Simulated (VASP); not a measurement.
Set up this calculation in VASP 6.6.1, as the native input.

| Item | Value |
| --- | --- |
| Task | single point |
| Functional | PBEsol |
| Potentials or basis | VASP PAW PBE potentials, release 64 (Ti_sv) |
| Cutoff | 520 eV |
| k mesh | 10 × 10 × 10 |
| Occupations | gaussian, width 0.15 eV |
| Spin | no spin polarisation |
| Dipole correction | no |
| Further INCAR settings | ALGO = Normal; EDIFF = 1e-06; NBANDS = 12 |

The structure of Ti lies in POSCAR:

```
Ti
1.0
    0.0000000000      2.0604500000      2.0300000000
    2.0604500000      0.0000000000      2.0300000000
    2.0604500000      2.0604500000      0.0000000000
Ti
1
Direct
    0.0000000000      0.0000000000      0.0000000000
```

This cell differs from its parent crystal: strain +0.015 along x and y, +0.000 along z.

One way to write it, as run:

INCAR

```
PREC     = Accurate       # precision mode
ENCUT    = 520            # plane-wave cutoff, eV
EDIFF    = 1E-6           # SCF threshold, eV
ISMEAR   = 0              # smearing method
SIGMA    = 0.15           # smearing width, eV
LREAL    = F              # projectors in reciprocal space
LASPH    = T              # aspherical terms in the spheres
NELM     = 80             # most SCF steps
ALGO     = Normal         # electronic algorithm
ISIF     = 2              # what is computed and relaxed
LWAVE    = F              # write WAVECAR
LCHARG   = F              # write CHGCAR
GGA      = PS             # functional
NBANDS   = 12             # bands
```

KPOINTS

```
Automatic mesh
0
Gamma
  10 10 10
```

Potentials or basis: VASP PAW PBE potentials, release 64 (Ti_sv).

The run is started by

```bash
$ cat potpaw_PBE.64/Ti_sv/POTCAR > POTCAR
$ mpirun -np 1 vasp_std > vasp.out
```

Results of the run:

```yaml
Pressure: -3.8 GPa
Band_gap_on_the_k_mesh: zero (band 6 reaches 9.02 eV, above the bottom of band 7 at 7.90 eV)
```

Caveat: the cell differs from its parent crystal (strain +0.015 along x and y, +0.000 along z); the PAW data sets were made with another functional, which shifts forces and pressure a little.

Run time: 41 s on 1 thread of Intel Xeon 6975P-C (shared host), peak memory 0.15 GiB.
